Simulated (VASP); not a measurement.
Crystal: Ge2Sb2Te5.

```
Ge Sb Te
1.0
     4.29406    0.00000    0.00000
    -2.14703    3.71877    0.00000
     0.00000    0.00000   17.10135
Ge Sb Te
2 2 5
Cartesian
  0.0000 2.4792 15.3417
  2.1470 1.2396 1.7596
  0.0000 0.0000 11.6278
  0.0000 0.0000 5.4736
  0.0000 0.0000 0.0000
  2.1470 1.2396 13.6547
  0.0000 2.4792 3.4466
  0.0000 2.4792 9.9206
  2.1470 1.2396 7.1807
```

* Program: VASP 6.6.1
* Task: relaxation of cell and atoms
* Functional: PBEsol
* Potentials or basis: VASP PAW PBE potentials, release 64 (Ge_d, Sb, Te)
* Cutoff: 600 eV
* k mesh: 6 × 6 × 2
* Occupations: fermi-dirac, width 0.03 eV
* Spin: no spin polarisation

At the start: pressure -2.2 GPa; volume 30.34 Å³/atom.

Problem. Where does the relaxation end?

Solution. Over 23 steps the energy falls by 11.1 meV/atom and the volume is 29.05 Å³/atom (-4.3 %); space group P-3m1 (No. 164, to 0.05 Å).

The path:
```
step  energy change (eV)  largest force (eV/Å)  pressure (GPa)  volume (Å³)
   1              0.0000                0.1245           -2.21       273.09
   2             -0.0668                0.3068            1.07       256.87
   3             -0.0826                0.2077            0.01       261.64
   4             -0.0888                0.1046            0.01       261.12
   5             -0.0919                0.1082            0.03       260.48
   6             -0.0919                0.1089            0.03       260.42
   7             -0.0940                0.0792           -0.03       260.52
   8             -0.0964                0.0550           -0.14       260.84
   9             -0.0960                0.0629            0.26       259.14
  10             -0.0969                0.0350            0.04       260.16
  11             -0.0974                0.0322            0.02       260.26
  12             -0.0979                0.0346            0.00       260.43
  13             -0.0976                0.0759            0.03       260.77
  14             -0.0980                0.0430            0.04       260.54
  15             -0.0984                0.0382           -0.04       260.80
  16             -0.0988                0.0299           -0.08       261.31
  17             -0.0988                0.0135           -0.21       262.34
  18             -0.0990                0.0209           -0.16       261.88
  19             -0.0992                0.0155           -0.10       261.79
  20             -0.0995                0.0283           -0.02       261.58
  21             -0.0995                0.0304            0.00       261.54
  22             -0.0996                0.0252           -0.01       261.52
  23             -0.0997                0.0082            0.00       261.44
```

Final structure:
```
Ge Sb Te
1.0
     4.22355    0.00000    0.00000
    -2.11178    3.65771    0.00000
     0.00000    0.00000   16.92335
Ge Sb Te
2 2 5
Direct
  0.33333 0.66667 0.89960
  0.66667 0.33333 0.10040
  0.00000 0.00000 0.68360
  0.00000 0.00000 0.31640
  0.00000 0.00000 0.00000
  0.66667 0.33333 0.80213
  0.33333 0.66667 0.19787
  0.33333 0.66667 0.58202
  0.66667 0.33333 0.41798
```

Caveat: the PAW data sets were made with another functional, which shifts forces and pressure a little.
